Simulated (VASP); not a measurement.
Here is a VASP 6.6.1 calculation.

Contents of INCAR:

```
SYSTEM = Cu2As3
PREC     = Accurate       ! precision mode
ENCUT    = 520            ! plane-wave cutoff, eV
EDIFF    = 1E-7           ! SCF threshold, eV
ISMEAR   = 0              ! smearing method
SIGMA    = 0.1            ! smearing width, eV
LREAL    = .FALSE.        ! projectors in reciprocal space
LASPH    = .TRUE.         ! aspherical terms in the spheres
NELM     = 100            ! most SCF steps
ALGO     = Normal         ! electronic algorithm
ISIF     = 2              ! what is computed and relaxed
LWAVE    = .FALSE.        ! write WAVECAR
LCHARG   = .FALSE.        ! write CHGCAR
GGA      = PE             ! functional
NBANDS   = 26             ! bands
```

The input KPOINTS:

```
Automatic mesh
0
G
  8 8 8
  0 0 0
```

POSCAR

```
Cu2As3
1.0
    4.6895062569      0.0000000000      0.0000000000
    0.0000000000      4.6895062569      0.0000000000
    0.0000000000      0.0000000000      4.6895062569
Cu As
2 3
Direct
    0.0000000000      0.0000000000      0.0000000000
    0.5000000000      0.5000000000      0.5000000000
    0.0000000000      0.5000000000      0.5000000000
    0.5000000000      0.0000000000      0.5000000000
    0.5000000000      0.5000000000      0.0000000000
```

Potentials or basis: VASP PAW PBE potentials, release 64 (Cu, As).

The run is started by

```console
$ cat potpaw_PBE.64/Cu/POTCAR potpaw_PBE.64/As/POTCAR > POTCAR
$ mpirun -np 1 vasp_std > vasp.out
```

**Question.** Predict the pressure.

**Answer.** 0.1 GPa.
